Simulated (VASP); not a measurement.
A run of VASP 6.6.1:

File INCAR:

```
SYSTEM = Mn
PREC = Accurate ; ENCUT = 520
EDIFF = 1E-6 ; ISMEAR = 0
SIGMA = 0.1 ; LREAL = .FALSE.
LASPH = .TRUE. ; NELM = 100
ALGO = Normal ; ISIF = 2
LWAVE = .FALSE. ; LCHARG = .TRUE.
GGA = PS ; LELF = .TRUE.
LVHAR = .TRUE. ; NBANDS = 34
```

File KPOINTS:

```
Automatic mesh
0
G
  18 18 6
  0 0 0
```

Contents of POSCAR:

```
Mn
1.0
    2.4741440545      0.0000000000      0.0000000000
   -1.2370720272      2.1426716039      0.0000000000
    0.0000000000      0.0000000000      8.2125830583
Mn
4
Direct
    0.6666666667      0.3333333333      0.1323706938
    0.3333333333      0.6666666667      0.6323706938
    0.6666666667      0.3333333333      0.3676293062
    0.3333333333      0.6666666667      0.8676293062
```

Potentials or basis: VASP PAW PBE potentials, release 64 (Mn_pv).

The run is started by

```bash
$ cat potpaw_PBE.64/Mn_pv/POTCAR > POTCAR
$ mpirun -np 1 vasp_std > vasp.out
```

Hardware: 1 thread of Intel Xeon 6975P-C, on a shared host.

Question: Estimate the wall time of this run.

Answer: Run time: 2.3 min on 1 thread of Intel Xeon 6975P-C, with other jobs on the host, peak memory 0.27 GiB. Counts: scf iterations 14, k points 148.
